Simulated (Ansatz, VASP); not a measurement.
## LiH: VASP beside Ansatz

The input INCAR:

```
  PREC = Accurate
  ENCUT = 520
  EDIFF = 1E-7
  ISMEAR = -1
  SIGMA = 0.05
  LREAL = False
  LASPH = True
  NELM = 80
  ALGO = Normal
  ISIF = 2
  LWAVE = False
  LCHARG = False
  GGA = CA
  NBANDS = 9
```

The input KPOINTS:

```
Automatic mesh
0
Gamma
  11 11 11
```

POSCAR

```
LiH
1.0
    0.0000000000      2.0502388037      2.0502388037
    2.0502388037      0.0000000000      2.0502388037
    2.0502388037      2.0502388037      0.0000000000
Li H
1 1
Direct
    0.0000000000      0.0000000000      0.0000000000
    0.5000000000      0.5000000000      0.5000000000
```

The input input.yaml:

```yaml
crystal:
  lattice:
    - [0.0, 2.0502388037, 2.0502388037]
    - [2.0502388037, 0.0, 2.0502388037]
    - [2.0502388037, 2.0502388037, 0.0]
  atoms:
    - { symbol: Li, position: [0.0, 0.0, 0.0] }
    - { symbol: H, position: [0.5, 0.5, 0.5] }
hamiltonian:
  xc: lda
  pseudopotentials: { kind: paw }
kpoints:
  mp_grid: { grid: [11, 11, 11] }
scf:
  occupations: { method: fermi_dirac, width: 0.05 }
output:
  forces: true
  stress: true
  eigenvalues: true
```

Alike in both runs: task single point; functional LDA; k mesh 11 × 11 × 11; occupations fermi-dirac, width 0.05 eV; no spin polarisation.

|  | VASP | Ansatz |
| --- | --- | --- |
| version | VASP 6.6.1 | Ansatz 0.2.0 |
| potentials or method | VASP PAW LDA potentials, release 64 (Li_sv, H) | Ansatz PAW |
| plane-wave cutoff (eV) | 520 | 420 |
| valence electrons in the cell | 4 | 4 |

VASP gave:

```
gap on the k mesh at the Fermi level (eV) : 2.85
least direct gap on the mesh (eV)         : 2.85
```

**Question.** Which values does Ansatz return?

**Answer.** gap on the k mesh at the Fermi level (eV): 2.86; least direct gap on the mesh (eV): 2.86.

LDA's correlation is that of Perdew and Zunger in VASP and of Perdew and Wang (1992) in Ansatz.

Noted on VASP's run: the cutoff is short for stress, so the pressure is rough. Noted on Ansatz's run: odd divisions of the mesh miss points on the zone boundary, where band edges often lie, so the gap on the mesh can be too wide.
